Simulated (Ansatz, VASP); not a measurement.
Pt in VASP and in Ansatz

INCAR

```
ALGO     = Fast           # electronic algorithm
EDIFF    = 1E-6           # SCF threshold, eV
ENCUT    = 520            # plane-wave cutoff, eV
GGA      = PS             # functional
ISIF     = 2              # what is computed and relaxed
ISMEAR   = 0              # smearing method
LASPH    = T              # aspherical terms in the spheres
LCHARG   = F              # write CHGCAR
LREAL    = F              # projectors in reciprocal space
LWAVE    = F              # write WAVECAR
NBANDS   = 17             # bands
NELM     = 60             # most SCF steps
PREC     = Accurate       # precision mode
SIGMA    = 0.15           # smearing width, eV
```

The input KPOINTS:

```
k-points
0
Gamma
  24 24 14
```

POSCAR

```
Pt
1.0
    2.7932988608      0.0000000000      0.0000000000
   -1.3966494304      2.4190677738      0.0000000000
    0.0000000000      0.0000000000      4.5891354900
Pt
2
Direct
    0.6666666667      0.3333333333      0.7500000000
    0.3333333333      0.6666666667      0.2500000000
```

Input for Ansatz:

```yaml
crystal:
  lattice:
    - [2.7932988608, 0.0, 0.0]
    - [-1.3966494304, 2.4190677738, 0.0]
    - [0.0, 0.0, 4.58913549]
  atoms:
    - { symbol: Pt, position: [0.6666666667, 0.3333333333, 0.75] }
    - { symbol: Pt, position: [0.3333333333, 0.6666666667, 0.25] }
basis:
  ecutwfc: 420
kpoints:
  mp_grid: { grid: [24, 24, 14] }
hamiltonian:
  xc: pbesol
scf:
  occupations: { method: gaussian, width: 0.15 }
output:
  forces: true
  stress: true
  eigenvalues: true
```

Change from the starting cell: strain +0.025 along x and y, -0.025 along z, atoms carried along.

Alike in both runs: task single point; functional PBEsol; k mesh 24 × 24 × 14; occupations gaussian, width 0.15 eV; no spin polarisation.

```csv
,VASP,Ansatz
version,VASP 6.6.1,Ansatz 0.2.0
potentials or method,"VASP PAW PBE potentials, release 64 (Pt), cutoff 520 eV","scalar-relativistic, plane waves, PAW"
valence electrons in the cell,20,36
```

```csv
,VASP,Ansatz,Ansatz less VASP
gap on the k mesh at the Fermi level (eV),none,none,-
pressure (GPa),-6.9,-6.5,+0.38
"traceless stress, the component that is largest in VASP (GPa)",5.02,5.11,+0.086
```

VASP's potentials were made for PBE, not for PBEsol. A gap of «none» marks a metal or a gap that the smearing closes. With one functional, cell and mesh, what is left measures potentials, basis and numerics. VASP's potentials hold 20 valence electrons a cell and Ansatz's 36, so a difference there can come from the potentials and not from the codes.

Neither program's run includes spin-orbit coupling.
